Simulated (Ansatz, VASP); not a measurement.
One calculation of Ti, two programs

```xyz
5
Lattice="2.9005 0.0000 0.0000 -1.4502 2.5119 0.0000 0.0000 0.0000 24.1818" Properties=species:S:1:pos:R:3 pbc="T T T"
Ti    0.0000    1.6746    7.6079
Ti    1.4502    0.8373    9.7431
Ti    0.0000    1.6746   12.0909
Ti    1.4502    0.8373   14.4387
Ti    0.0000    1.6746   16.5740
```

Alike in both runs: functional PBEsol; k mesh 12 × 12 × 1; occupations gaussian, width 0.1 eV; no spin polarisation.

Ansatz relaxed the structure, and its values are those at the end. VASP's run is a single point on that final structure, the one shown.

|  | VASP | Ansatz |
| --- | --- | --- |
| version | VASP 6.6.1 | Ansatz 0.2.0 |
| potentials or method | VASP PAW PBE potentials, release 64 (Ti_sv), cutoff 520 eV | scalar-relativistic, plane waves, PAW |
| valence electrons in the cell | 60 | 60 |

```tsv
	VASP	Ansatz	Ansatz less VASP
gap on the k mesh at the Fermi level (eV)	none	none	-
rms of the force components (eV/Å)	0.015	0.009	-0.0061
```

VASP's potentials were made for PBE, not for PBEsol. A gap of «none» marks a metal or a gap that the smearing closes. Ansatz's warnings: xc potential rough in thin density.
